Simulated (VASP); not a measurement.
Input of a VASP 6.6.1 run:

Contents of INCAR:

```
SYSTEM = SnO2
ALGO     = Normal         ! electronic algorithm
EDIFF    = 1E-6           ! SCF threshold, eV
ENCUT    = 520            ! plane-wave cutoff, eV
GGA      = PE             ! functional
ISIF     = 2              ! what is computed and relaxed
ISMEAR   = 0              ! smearing method
IVDW     = 12             ! dispersion correction
LASPH    = .TRUE.         ! aspherical terms in the spheres
LCHARG   = .FALSE.        ! write CHGCAR
LREAL    = .FALSE.        ! projectors in reciprocal space
LWAVE    = .FALSE.        ! write WAVECAR
NBANDS   = 35             ! bands
NELM     = 60             ! most SCF steps
PREC     = Accurate       ! precision mode
SIGMA    = 0.05           ! smearing width, eV
```

The input KPOINTS:

```
k-points
0
G
  12 12 4
  0 0 0
```

The input POSCAR:

```
SnO2
1.0
    3.0408130292      0.0000000000      0.0000000000
   -1.5204065146      2.6334213315      0.0000000000
    0.0000000000      0.0000000000     10.6014905451
Sn O
2 4
Direct
    0.0000000000      0.0000000000      0.5000000000
    0.0000000000      0.0000000000      0.0000000000
    0.6666666667      0.3333333333      0.4017901367
    0.6666666667      0.3333333333      0.0982098633
    0.3333333333      0.6666666667      0.5982098633
    0.3333333333      0.6666666667      0.9017901367
```

Potentials or basis: VASP PAW PBE potentials, release 64 (Sn_d, O).

Launch:

```console
$ cat potpaw_PBE.64/Sn_d/POTCAR potpaw_PBE.64/O/POTCAR > POTCAR
$ mpirun -np 1 vasp_std > vasp.out
```

(1) Estimate the largest force.

(2) Estimate the pressure.

(3) Predict the dispersion energy per atom.

## Answers

(1) 1.021 eV/Å.

(2) 20.6 GPa.

(3) -0.180 eV.

Caveat: the cell stands under pressure; forces of over 1 eV/Å act on the atoms, so gaps and moduli don't describe the material at rest.
